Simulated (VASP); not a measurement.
# Cd3InO (Pm-3m) in VASP: notebook

The runs below take Cd3InO through single point, relaxation of cell and atoms, with PBE.

Program: VASP 6.6.1. These are calculated values, not measurements. Logs are shortened: lines on timing, memory, paths and dates and some standing lists are left out, and cuts for length are marked.

## (1) The cell of the first run

Symmetry: Pm-3m, No. 221, cubic system. The conventional cell has a = 4.768 Å, b = 4.768 Å, c = 4.768 Å, α = 90.00°, β = 90.00°, γ = 90.00°. Within 3.1 Å of Cd (site symmetry 4/mmm) lie 2 O at 2.38 Å. Within 4.4 Å of In (site symmetry m-3m) lie 12 Cd at 3.37 Å and 8 O at 4.13 Å. O (site symmetry m-3m) has 6 Cd at 2.38 Å within 3.1 Å.

## (2) Single point, PBE, collinear spin, ferromagnetic start

INCAR

```
SYSTEM = Cd3InO
PREC = Accurate ; ENCUT = 520
EDIFF = 1E-6 ; ISMEAR = 0
SIGMA = 0.1 ; LREAL = .False.
LASPH = .True. ; NELM = 150
ALGO = Normal ; ISIF = 2
LWAVE = .False. ; LCHARG = .False.
ISPIN = 2 ; MAGMOM = 0 0 0 0 1
LORBIT = 11 ; GGA = PE
NBANDS = 40
```

KPOINTS

```
Automatic mesh
0
Gamma
  4 4 4
  0 0 0
```

POSCAR

```
Cd3InO
1.0
    4.7679617800      0.0000000000      0.0000000000
    0.0000000000      4.7679617800      0.0000000000
    0.0000000000      0.0000000000      4.7679617800
Cd In O
3 1 1
Direct
    0.5000000000      0.0000000000      0.5000000000
    0.5000000000      0.5000000000      0.0000000000
    0.0000000000      0.5000000000      0.5000000000
    0.0000000000      0.0000000000      0.0000000000
    0.5000000000      0.5000000000      0.5000000000
```

Potentials or basis: VASP PAW PBE potentials, release 64 (Cd, In_d, O).

Command:

```bash
> cat potpaw_PBE.64/Cd/POTCAR potpaw_PBE.64/In_d/POTCAR potpaw_PBE.64/O/POTCAR > POTCAR
> mpirun -np 1 vasp_std > vasp.out
```

OUTCAR:

```text
SYSTEM = Cd3InO
   PREC = Accurate
   ENCUT = 520
   EDIFF = 1E-6
   ISMEAR = 0
   LREAL = .False.
   LASPH = .True.
   NELM = 150
   ISIF = 2
   ISPIN = 2
   LORBIT = 11
   GGA = PE

 ion  position               nearest neighbor table
   1  0.500  0.000  0.500-   5 2.38   5 2.38   4 3.37   2 3.37   2 3.37   4 3.37   2 3.37   3 3.37
                             3 3.37   2 3.37   3 3.37   4 3.37   4 3.37   3 3.37
   2  0.500  0.500  0.000-   5 2.38   5 2.38   4 3.37   1 3.37   1 3.37   3 3.37   3 3.37   1 3.37
                             4 3.37   1 3.37   3 3.37   4 3.37   3 3.37   4 3.37
   3  0.000  0.500  0.500-   5 2.38   5 2.38   4 3.37   1 3.37   2 3.37   4 3.37   1 3.37   4 3.37
                             4 3.37   1 3.37   2 3.37   2 3.37   2 3.37   1 3.37
   4  0.000  0.000  0.000-   1 3.37   2 3.37   3 3.37   1 3.37   3 3.37   2 3.37   3 3.37   3 3.37
                             1 3.37   2 3.37   1 3.37   2 3.37
   5  0.500  0.500  0.500-   1 2.38   2 2.38   3 2.38   2 2.38   1 2.38   3 2.38

  LATTYP: Found a simple cubic cell.
 ALAT       =     4.7679617800

  Lattice vectors:

 A1 = (   4.7679617800,   0.0000000000,   0.0000000000)
 A2 = (   0.0000000000,   4.7679617800,   0.0000000000)
 A3 = (   0.0000000000,   0.0000000000,   4.7679617800)

Analysis of symmetry for initial positions (statically):
=====================================================================
 Subroutine PRICEL returns:
 Original cell was already a primitive cell.

 Routine SETGRP: Setting up the symmetry group for a
 simple cubic supercell.

 Subroutine GETGRP returns: Found 48 space group operations
 (whereof 48 operations were pure point group operations)
 out of a pool of 48 trial point group operations.

The static configuration has the point symmetry O_h .

Analysis of symmetry for dynamics (positions and initial velocities):
=====================================================================
 Subroutine PRICEL returns:
 Original cell was already a primitive cell.

 Routine SETGRP: Setting up the symmetry group for a
 simple cubic supercell.

 Subroutine GETGRP returns: Found 48 space group operations
 (whereof 48 operations were pure point group operations)
 out of a pool of 48 trial point group operations.

The dynamic configuration has the point symmetry O_h .

Analysis of structural, dynamic, and magnetic symmetry:
=====================================================================
 Subroutine PRICEL returns:
 Original cell was already a primitive cell.

 Routine SETGRP: Setting up the symmetry group for a
 simple cubic supercell.

 Subroutine GETGRP returns: Found 48 space group operations
 (whereof 48 operations were pure point group operations)
 out of a pool of 48 trial point group operations.

The overall configuration has the point symmetry O_h .

 Subroutine INISYM returns: Found 48 space group operations
 (whereof 48 operations are pure point group operations),
 and found     1 'primitive' translations

----------------------------------------------------------------------------------------

                                     Primitive cell

  volume of cell :     108.3923

  direct lattice vectors                    reciprocal lattice vectors
     4.767961780  0.000000000  0.000000000     0.209733225  0.000000000  0.000000000
     0.000000000  4.767961780  0.000000000     0.000000000  0.209733225  0.000000000
     0.000000000  0.000000000  4.767961780     0.000000000  0.000000000  0.209733225

  length of vectors
     4.767961780  4.767961780  4.767961780     0.209733225  0.209733225  0.209733225

  position of ions in fractional coordinates (direct lattice)
     0.500000000  0.000000000  0.500000000
     0.500000000  0.500000000  0.000000000
     0.000000000  0.500000000  0.500000000
     0.000000000  0.000000000  0.000000000
     0.500000000  0.500000000  0.500000000

  ion indices of the primitive-cell ions
   primitive index   ion index
                 1           1
                 2           2
                 3           3
                 4           4
                 5           5

----------------------------------------------------------------------------------------
[... 34 lines left out ...]
  0.500000  0.250000  0.250000     12.000000
  0.500000  0.500000  0.250000      6.000000
  0.500000  0.500000  0.500000      1.000000
   k-points           NKPTS =     10   k-points in BZ     NKDIM =     10   number of bands    NBANDS=     40
   number of dos      NEDOS =    301   number of ions     NIONS =      5
   total plane-waves  NPLWV =  46656
   dimension x,y,z NGX =    36 NGY =   36 NGZ =   36
   dimension x,y,z NGXF=    72 NGYF=   72 NGZF=   72
   ions per type =               3   1   1
   NGX,Y,Z   is equivalent  to a cutoff of  12.55, 12.55, 12.55 a.u.
   NGXF,Y,Z  is equivalent  to a cutoff of  25.10, 25.10, 25.10 a.u.
 SYSTEM =  Cd3InO
   PREC   = accura    normal or accurate (medium, high low for compatibility)
   ISTART =      0    job   : 0-new  1-cont  2-samecut
   ICHARG =      2    charge: 1-file 2-atom 10-const
   ISPIN  =      2    spin polarized calculation?
   LNONCOLLINEAR =      F non collinear calculations
   LSORBIT =      F    spin-orbit coupling
   LASPH  =      T    aspherical Exc in radial PAW
   ENCUT  =  520.0 eV  38.22 Ry    6.18 a.u.   8.87  8.87  8.87*2*pi/ulx,y,z
   NELM   =    150;   NELMIN=  2; NELMDL= -5     # of ELM steps
   EDIFF  = 0.1E-05   stopping-criterion for ELM
   LREAL  =      F    real-space projection
   EDIFFG = 0.1E-04   stopping-criterion for IOM
   NSW    =      0    number of steps for IOM
   IBRION =     -1    ionic relax: 0-MD 1-quasi-New 2-CG
   NFREE  =      0    steps in history (QN), initial steepest desc. (CG)
   ISIF   =      2    stress and relaxation
   ISYM   =      2    0-nonsym 1-usesym 2-fastsym
   POTIM  = 0.5000    time-step for ionic-motion
   TEBEG  =    0.0;   TEEND  =   0.0 temperature during run
   PSTRESS=    0.0 pullay stress
   NELECT =      55.0000    total number of electrons
   NUPDOWN=      -1.0000    fix difference up-down
   EMIN   =  10.00;   EMAX   =-10.00  energy-range for DOS
   EFERMI =   0.00;   METHOD = LEGACY
   ISMEAR =     0;   SIGMA  =   0.10  broadening in eV -4-tet -1-fermi 0-gaus
   EFERMI_NEDOS =   21; number of points for ismear=-14 and -15
   IALGO  =     38    algorithm
   IMIX   =      4    mixing-type and parameters
     AMIX     =   0.40;   BMIX     =  1.00
     AMIX_MAG =   1.60;   BMIX_MAG =  1.00
  volume/ion in A,a.u.               =      21.68       146.29
  Fermi-wavevector in a.u.,A,eV,Ry     =   1.305759  2.467526 23.198016  1.705006
  Thomas-Fermi vector in A             =   2.436606
   LORBIT       =     11    0 simple, 1 ext, 2 COOP (PROOUT), +10 PAW based schemes
   GGA     = PE    functional components
   LHFCALC =     F    Hartree Fock is set to
   AEXX    =    0.0000 exact exchange contribution
   IVDW    =     0    specifies the selected vdW correction
   LEPSILON=     F    determine dielectric tensor
   LRPA    =     F    only Hartree local field effects (RPA)
 spin polarized calculation
 Gauss-broadening in eV      SIGMA  =   0.10
  energy-cutoff  :      520.00
  volume of cell :      108.39
 maximum number of plane-waves:      2968
 NGX is ok and might be reduce to    36
   NGX = 17   NGY = 17   NGZ = 17

 number of electron      55.0000035 magnetization      -0.0002312

 number of electron      55.0000035 magnetization       0.0001924

 Free energy of the ion-electron system (eV)
  ---------------------------------------------------
  ext. energy  EPLUGINS =         0.00000000
  ---------------------------------------------------
  free energy    TOTEN  =       -10.43451903 eV

  energy without entropy =      -10.42060499  energy(sigma->0) =      -10.42756201

 E-fermi :   3.6936     XC(G=0): -10.3581

 val. band max:        3.6176821966   @ k =   0.0000   0.0000   0.0000
 cond. band min:       3.7104090772   @ k =   0.5000   0.2500   0.0000
 fundamental gap:      0.0927268806
 Fermi energy:         3.6935675770

 spin component 1

 k-point     1 :       0.0000    0.0000    0.0000
  band No.  band energies     occupation
      1     -14.9025      1.00000
      2     -10.9182      1.00000
      3     -10.9182      1.00000
      4     -10.9178      1.00000
      5     -10.9178      1.00000
      6     -10.9178      1.00000
[... 409 lines left out ...]
     38      13.7176      0.00000
     39      13.7176      0.00000
 Fermi energy:         3.6935675770

 spin component 2

 k-point     1 :       0.0000    0.0000    0.0000
  band No.  band energies     occupation
      1     -14.9023      1.00000
      2     -10.9182      1.00000
      3     -10.9182      1.00000
      4     -10.9178      1.00000
      5     -10.9178      1.00000
      6     -10.9178      1.00000
[... 409 lines left out ...]
     38      13.7176      0.00000
     39      13.7176      0.00000
 [bands above 39 left out]

------------------------ aborting loop because EDIFF is reached ----------------------------------------

  FORCE on cell =-STRESS in cart. coord.  units (eV):
  Direction    XX          YY          ZZ          XY          YZ          ZX
  --------------------------------------------------------------------------------------
  -------------------------------------------------------------------------------------
  Total       -0.4925348     -0.4925348     -0.4925348      0.0000000     -0.0000000      0.0000000
  in kB       -7.2802985     -7.2802985     -7.2802985      0.0000000     -0.0000000      0.0000000
  external PRESSURE =      -7.2802985 kB  Pullay stress =       0.0000000 kB

 VOLUME and BASIS-vectors are now :
 -----------------------------------------------------------------------------
  energy-cutoff  :      520.00
  volume of cell :      108.39
      direct lattice vectors                 reciprocal lattice vectors
     4.767961780  0.000000000  0.000000000     0.209733225  0.000000000  0.000000000
     0.000000000  4.767961780  0.000000000     0.000000000  0.209733225  0.000000000
     0.000000000  0.000000000  4.767961780     0.000000000  0.000000000  0.209733225

 POSITION                                       TOTAL-FORCE (eV/Angst)
 -----------------------------------------------------------------------------------
      2.38398      0.00000      2.38398         0.000000      0.000000      0.000000
      2.38398      2.38398      0.00000         0.000000      0.000000      0.000000
      0.00000      2.38398      2.38398         0.000000      0.000000      0.000000
      0.00000      0.00000      0.00000         0.000000      0.000000      0.000000
      2.38398      2.38398      2.38398         0.000000      0.000000      0.000000
 -----------------------------------------------------------------------------------
    total drift:                                0.000000      0.000000      0.000000

  FREE ENERGIE OF THE ION-ELECTRON SYSTEM (eV)
  ---------------------------------------------------
  free  energy   TOTEN  =       -10.4345190318 eV

  energy  without entropy=      -10.4206049874  energy(sigma->0) =      -10.42756201

 total charge

# of ion       s       p       d       tot
------------------------------------------
    1        0.448   0.210   9.555  10.213
    2        0.448   0.210   9.555  10.213
    3        0.448   0.210   9.555  10.213
    4        0.977   0.516   9.831  11.323
    5        1.608   3.296   0.000   4.904
--------------------------------------------------
tot          3.930   4.441  38.495  46.866

 magnetization (x)

# of ion       s       p       d       tot
------------------------------------------
    1       -0.000  -0.000   0.000  -0.000
    2       -0.000  -0.000   0.000  -0.000
    3       -0.000  -0.000   0.000  -0.000
    4       -0.000   0.000  -0.000   0.000
    5        0.000   0.000   0.000   0.000
--------------------------------------------------
tot         -0.000   0.000   0.000   0.000
```

Wall time 33 s (1 thread of Intel Xeon 6975P-C (Granite Rapids), shared host); peak memory 0.26 GiB.

Results:

| Quantity | Value |
| --- | --- |
| Free energy | -10.4345 eV |
| Pressure | -0.7 GPa |
| Net moment | 0.00 μB per cell |
| Valence electrons inside the program's atomic spheres | Cd 10.21; In 11.32; O 4.90 |

Caveat: spin-orbit coupling is left out, which moves the levels of the heavy elements.

## (3) Relaxation of cell and atoms, PBE

INCAR

```
SYSTEM = Cd3InO
ALGO = Normal ; EDIFF = 1E-6
EDIFFG = -0.01 ; ENCUT = 600
GGA = PE ; IBRION = 2
ISIF = 3 ; ISMEAR = 0
LASPH = .True. ; LCHARG = .False.
LREAL = .False. ; LWAVE = .False.
NELM = 60 ; NSW = 100
PREC = Accurate ; SIGMA = 0.1
```

KPOINTS

```
k-points
0
Gamma
  8 8 8
  0 0 0
```

POSCAR is that of step 2.

Potentials or basis: VASP PAW PBE potentials, release 64 (Cd, In_d, O).

Command:

```bash
> cat potpaw_PBE.64/Cd/POTCAR potpaw_PBE.64/In_d/POTCAR potpaw_PBE.64/O/POTCAR > POTCAR
> mpirun -np 1 vasp_std > vasp.out
```

It took 94 s on 1 thread of Intel Xeon 6975P-C (Granite Rapids), shared host; peak memory 0.34 GiB.

It converged, with:

* Free energy: -10.4295 eV
* Relaxed volume: 21.16 Å³/atom
* Relaxed cell: a = 4.730 Å, b = 4.730 Å, c = 4.730 Å, α = 90.00°, β = 90.00°, γ = 90.00°
* Space group after relaxing (to 0.05 Å): Pm-3m (No. 221)
* Energy gained by relaxing: 2.0 meV/atom
* Ionic steps: 2
* Pressure after relaxing: 0.1 GPa

The path:
```
step  energy change (eV)  largest force (eV/Å)  pressure (GPa)  volume (Å³)
   1              0.0000                0.0000           -1.23       108.39
   2             -0.0099                0.0000            0.06       105.80
```

Final structure:
```cif
data_structure
_symmetry_space_group_name_H-M 'P 1'
_symmetry_Int_Tables_number 1
_cell_length_a 4.7296
_cell_length_b 4.7296
_cell_length_c 4.7296
_cell_angle_alpha 90.000
_cell_angle_beta 90.000
_cell_angle_gamma 90.000
_cell_volume 105.80
loop_
_atom_site_label
_atom_site_type_symbol
_atom_site_fract_x
_atom_site_fract_y
_atom_site_fract_z
_atom_site_occupancy
Cd1 Cd 0.50000 0.00000 0.50000 1
Cd2 Cd 0.50000 0.50000 0.00000 1
Cd3 Cd 0.00000 0.50000 0.50000 1
In1 In 0.00000 0.00000 0.00000 1
O1 O 0.50000 0.50000 0.50000 1
```

Levels at points of the mesh, in eV from the Fermi level:
```tsv
k point	band 24	band 25	band 26	band 27	band 28	band 29	band 30	band 31	band 32	band 33
(0.00, 0.00, 0.00)	-4.78	-4.78	0.12	0.12	0.18	0.18	0.18	0.37	5.68	5.68
(0.50, 0.00, 0.00)	-4.34	-4.34	-3.14	0.80	0.91	0.91	2.03	2.71	3.40	3.40
(0.50, 0.50, 0.00)	-5.17	-4.02	-2.07	-0.98	-0.98	2.52	2.57	3.39	3.39	4.24
(0.50, 0.50, 0.50)	-4.43	-3.67	-2.46	-2.46	-2.46	1.11	1.11	1.11	2.51	9.15
```

Caveat: spin-orbit coupling is left out, which moves the levels of the heavy elements; an odd number of electrons without spin polarisation forces a metal; a magnetic or distorted state may lie lower.
